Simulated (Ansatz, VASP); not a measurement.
# KI in VASP and in Ansatz

```
CELL_PARAMETERS angstrom
0.01751 3.51124 3.51124
3.51124 0.01751 3.51124
3.51124 3.51124 0.01751
ATOMIC_POSITIONS crystal
K 0.00000 0.00000 0.00000
I 0.50000 0.50000 0.50000
```

Change from the starting cell: equal xy, yz and zx engineering shears of +0.5 %.

Alike in both runs: functional PBEsol; k mesh 6 × 6 × 6; non-collinear spin, spin-orbit coupling.

Ansatz relaxed the structure, and its values are those at the end. VASP's run is a single point on that final structure, the one shown.

|  | VASP | Ansatz |
| --- | --- | --- |
| version | VASP 6.6.1 | Ansatz 0.2.0 |
| potentials or method | VASP PAW PBE potentials, release 64 (K_sv, I), cutoff 520 eV | all-electron LAPW |
| occupations | gaussian, width 0.01 eV | fixed |

```tsv
	VASP	Ansatz	Ansatz less VASP
pressure (GPa)	0.1	0.0	-0.04
net moment per atom (μB)	0.00	0.00	0.000
```

VASP's potentials were made for PBE, not for PBEsol. Ansatz ran all-electron here, and VASP with PAW potentials.
